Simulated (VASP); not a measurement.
**Cr: single point with PBEsol**

The system is Cr.

```
Cr
1.0
    -0.01743    1.81563    1.81066
     1.83101   -0.01704    1.81027
     1.85590    1.84013   -0.04193
Cr
1
Direct
  0.00000 0.00000 0.00000
```

* Program: VASP 6.6.1
* Task: single point
* Functional: PBEsol
* Potentials or basis: VASP PAW PBE potentials, release 64 (Cr_pv)
* Cutoff: 520 eV
* k mesh: 9 × 9 × 9
* Occupations: fermi-dirac, width 0.1 eV
* Spin: collinear spin, ferromagnetic start
* Starting moments: [3.0] μB

The pressure is -18.6 GPa, the band gap on the k mesh is zero (filled and empty bands overlap) and the net moment is 0.00 μB per cell. The valence electrons inside the program's atomic spheres are Cr 10.91.

Stress tensor (GPa, compression positive):
```
-17.07  -0.27  -1.05
 -0.27 -18.85  -1.22
 -1.05  -1.22 -19.83
```

Levels at points of the mesh, in eV from the Fermi level:
Spin up:
```csv
k point,band 3,band 4,band 5,band 6,band 7,band 8,band 9,band 10
"(0.00, 0.00, 0.00)",-42.29,-7.38,-0.59,-0.42,-0.23,1.17,1.26,7.43
```
Spin down:
```
           k point  band 3  band 4  band 5  band 6  band 7  band 8  band 9  band 10
(0.00, 0.00, 0.00)  -42.29   -7.38   -0.60   -0.42   -0.24    1.17    1.26     7.43
```

Wall time 3.4 min on 1 thread of AMD EPYC 7R43 64-Core Processor (Zen 3) (shared host), peak memory 0.17 GiB.

Caveat: the starting moments collapsed, and a magnetic state may lie lower; the PAW data sets were made with another functional, which shifts forces and pressure a little.
